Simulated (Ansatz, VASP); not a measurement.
**Ti: VASP beside Ansatz**

```
CELL_PARAMETERS angstrom
0.00000 1.99955 2.03000
2.06045 0.00000 2.03000
2.06045 1.99955 0.00000
ATOMIC_POSITIONS crystal
Ti 0.00000 0.00000 0.00000
```

Change from the starting cell: strain +0.0150 x Voigt [1, -1, 0, 0, 0, 0], atoms carried along.

Alike in both runs: task single point; functional PBEsol; k mesh 10 × 10 × 10; occupations gaussian, width 0.15 eV; no spin polarisation.

|  | VASP | Ansatz |
| --- | --- | --- |
| version | VASP 6.6.1 | Ansatz 0.2.0 |
| potentials or method | VASP PAW PBE potentials, release 64 (Ti_sv), cutoff 520 eV | scalar-relativistic, plane waves, PAW |
| valence electrons in the cell | 12 | 12 |

|  | VASP | Ansatz | Ansatz less VASP |
| --- | --- | --- | --- |
| gap on the k mesh at the Fermi level (eV) | none | none | - |
| pressure (GPa) | -0.6 | -0.3 | +0.26 |
| traceless stress, the component that is largest in VASP (GPa) | 0.62 | 0.61 | -0.004 |

VASP's potentials were made for PBE, not for PBEsol. A gap of «none» marks a metal or a gap that the smearing closes.
